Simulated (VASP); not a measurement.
Here is a VASP 6.6.1 calculation.

Contents of INCAR:

```
PREC = Accurate
ENCUT = 520
EDIFF = 1E-6
ISMEAR = 0
SIGMA = 0.05
LREAL = F
LASPH = T
NELM = 60
ALGO = Normal
ISIF = 2
LWAVE = F
LCHARG = T
GGA = PE
LELF = T
LVHAR = T
NBANDS = 46
```

The input KPOINTS:

```
Automatic mesh
0
Gamma
  4 4 4
```

File POSCAR:

```
CdTe
1.0
    6.4100000000      0.0000000000      0.0000000000
    0.0000000000     -6.4100000000      0.0000000000
    0.0000000000      0.0000000000     -6.4100000000
Cd Te
4 4
Direct
    0.0000000000      0.5000000000      0.5000000000
    0.5000000000      0.0000000000      0.5000000000
    0.5000000000      0.5000000000      0.0000000000
    0.0000000000      0.0000000000      0.0000000000
    0.7500000000      0.7500000000      0.7500000000
    0.2500000000      0.2500000000      0.7500000000
    0.2500000000      0.7500000000      0.2500000000
    0.7500000000      0.2500000000      0.2500000000
```

Potentials or basis: VASP PAW PBE potentials, release 64 (Cd, Te).

Run with:

```sh
$ cat potpaw_PBE.64/Cd/POTCAR potpaw_PBE.64/Te/POTCAR > POTCAR
$ mpirun -np 1 vasp_std > vasp.out
```

Task: What does it give for the pressure?

Result: 4.4 GPa.

Task: What does it give for the band gap on the k mesh?

Result: 0.87 eV.

Caveat: the cell stands under pressure; spin-orbit coupling is left out, which moves the levels of the heavy elements.
